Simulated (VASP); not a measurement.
Input of a VASP 6.6.1 run:

The input INCAR:

```
SYSTEM = Al2Ru
PREC = Accurate ; ENCUT = 520
EDIFF = 1E-6 ; ISMEAR = 0
SIGMA = 0.01 ; LREAL = .False.
LASPH = .True. ; NELM = 80
ALGO = Normal ; ISIF = 2
LWAVE = .False. ; LCHARG = .False.
GGA = PS ; NBANDS = 29
```

KPOINTS

```
regular mesh
0
Gamma
  10 10 10
  0 0 0
```

Contents of POSCAR:

```
Al2Ru
1.0
    0.0000000000      3.9878165647      4.3849680812
    2.3506283830      0.0000000000      4.3849680812
    2.3506283830      3.9878165647      0.0000000000
Al Ru
4 2
Direct
    0.0789308005      0.4210691995      0.0789308005
    0.4210691995      0.0789308005      0.4210691995
    0.1710691995      0.8289308005      0.1710691995
    0.8289308005      0.1710691995      0.8289308005
    0.7500000000      0.7500000000      0.7500000000
    0.5000000000      0.5000000000      0.5000000000
```

Potentials or basis: VASP PAW PBE potentials, release 64 (Al, Ru_pv).

Command:

```sh
$ cat potpaw_PBE.64/Al/POTCAR potpaw_PBE.64/Ru_pv/POTCAR > POTCAR
$ mpirun -np 1 vasp_std > vasp.out
```

Q: Estimate the band gap on the k mesh.

A: 0.08 eV, indirect (least direct gap 1.23 eV).

Q: Predict the pressure.

A: 0.1 GPa.

Caveat: the PAW data sets were made with another functional, which shifts forces and pressure a little. A k mesh can miss the band edges.
